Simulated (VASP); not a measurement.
**TaN: single point with LDA**

The system is TaN.

```xyz
2
Lattice="2.9380 0.0000 0.0000 -1.4690 2.5444 0.0000 0.0000 0.0000 2.8830" Properties=species:S:1:pos:R:3 pbc="T T T"
Ta    0.0000    1.6963    1.4415
N     0.0000    0.0000    0.0000
```

| Property | Result |
| --- | --- |
| Program | VASP 6.6.1 |
| Task | single point |
| Functional | LDA |
| Potentials or basis | VASP PAW LDA potentials, release 64 (Ta_pv, N) |
| Cutoff | 520 eV |
| k mesh | 12 × 12 × 10 |
| Occupations | methfessel-paxton, width 0.2 eV |
| Spin | no spin polarisation |
| Dipole correction | no |
| Further INCAR settings | ALGO = Normal; EDIFF = 1e-07; NBANDS = 15 |

- Pressure: -9.8 GPa
- Band gap on the k mesh: zero (band 8 reaches 8.48 eV, above the bottom of band 9 at 7.99 eV)

Stress tensor (GPa, compression positive):
```
 -9.35   0.00   0.00
  0.00  -9.35   0.00
  0.00   0.00 -10.71
```

Levels at points of the mesh, in eV from the Fermi level:
| k point | band 4 | band 5 | band 6 | band 7 | band 8 | band 9 | band 10 | band 11 | band 12 | band 13 |
| --- | --- | --- | --- | --- | --- | --- | --- | --- | --- | --- |
| (0.00, 0.00, 0.00) | -17.58 | -4.58 | -4.58 | -4.24 | -2.91 | 2.33 | 3.54 | 3.54 | 3.89 | 3.89 |
| (0.50, 0.00, 0.00) | -15.23 | -8.28 | -5.22 | -3.51 | -3.17 | 2.90 | 3.99 | 5.14 | 5.23 | 7.52 |
| (0.00, 0.00, 0.50) | -14.85 | -9.34 | -3.77 | -3.77 | -0.15 | -0.15 | 2.40 | 3.24 | 3.24 | 8.26 |
| (0.50, 0.00, 0.50) | -15.56 | -7.33 | -6.17 | -5.72 | -0.32 | 4.15 | 5.29 | 6.01 | 7.00 | 10.14 |

Wall time 20 s on 1 thread of AMD EPYC 9R14 (Zen 4), with other jobs on the host, peak memory 0.12 GiB.

Caveat: spin-orbit coupling is left out, which moves the levels of the heavy elements.
